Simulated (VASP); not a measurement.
Set up this calculation in VASP 6.6.1, as the native input.

- Task: single point
- Functional: LDA
- Potentials or basis: VASP PAW LDA potentials, release 64 (Zr_sv)
- Cutoff: 520 eV
- k mesh: 15 × 15 × 1
- Occupations: fermi-dirac, width 0.1 eV
- Spin: collinear spin, zero start
- Starting moments: [0.0, 0.0] μB
- Dipole correction: yes
- Further INCAR settings: ALGO = Normal; EDIFF = 1e-07; NBANDS = 23

The structure of Zr lies in POSCAR:

```
Zr
1.0
    3.1435815868      0.0000000000      0.0000000000
   -1.5717907934      2.7224215131      0.0000000000
    0.0000000000      0.0000000000     18.5467000000
Zr
2
Direct
    0.8333333330      0.1666666670      0.4313446917
    0.1666666670      0.8333333330      0.5686553083
```

One way to write it, as run:

INCAR

```
PREC = Accurate
ENCUT = 520
EDIFF = 1E-7
ISMEAR = -1
SIGMA = 0.1
LREAL = False
LASPH = True
NELM = 150
ALGO = Normal
ISIF = 2
LWAVE = False
LCHARG = False
ISPIN = 2
MAGMOM = 0 0
LORBIT = 11
LMAXMIX = 4
LDIPOL = True
IDIPOL = 3
DIPOL = 0.5 0.5 0.500
NBANDS = 23
```

KPOINTS

```
regular mesh
0
Gamma
  15 15 1
```

Potentials or basis: VASP PAW LDA potentials, release 64 (Zr_sv).

Command:

```bash
$ cat potpaw_LDA.64/Zr_sv/POTCAR > POTCAR
$ mpirun -np 1 vasp_std > vasp.out
```

Results of the run:

```json
{"Largest force": "0.795 eV/Å", "Band gap on the k mesh": "zero (filled and empty bands overlap)", "Net moment": "0.00 μB per cell", "Valence electrons inside the program's atomic spheres": "Zr 9.86"}
```

Run time: 89 s on 1 thread of Intel(R) Xeon(R) 6975P-C (Granite Rapids), with other jobs on the host, peak memory 0.31 GiB.
